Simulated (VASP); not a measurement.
Rh, 1 atom in the cell. Symmetry: Fm-3m, No. 225, cubic system. The conventional cell has a = 3.830 Å, b = 3.830 Å, c = 3.830 Å, α = 90.00°, β = 90.00°, γ = 90.00°. Within 3.6 Å of Rh (site symmetry m-3m) lie 12 Rh at 2.71 Å. 

* Program: VASP 6.6.1
* Task: single point
* Functional: PBE
* Potentials or basis: VASP PAW PBE potentials, release 64 (Rh_pv)
* Cutoff: 520 eV
* k mesh: 17 × 17 × 17
* Occupations: fermi-dirac, width 0.05 eV
* Spin: no spin polarisation
* Dipole correction: no
* Further INCAR settings: ALGO = Normal; EDIFF = 1e-06; NBANDS = 14

Potentials or basis: VASP PAW PBE potentials, release 64 (Rh_pv).

The run is started by

```bash
$ cat potpaw_PBE.64/Rh_pv/POTCAR > POTCAR
$ mpirun -np 1 vasp_std > vasp.out
```

Hardware: 1 thread of AMD EPYC 9R45 96-Core Processor (Zen 5), with other jobs on the host.

Task: How long does it take, and how much memory?

Result: Wall time 13 s on 1 thread of AMD EPYC 9R45 96-Core Processor (Zen 5), with other jobs on the host, peak memory 0.11 GiB. Counts: scf iterations 11, k points 165.
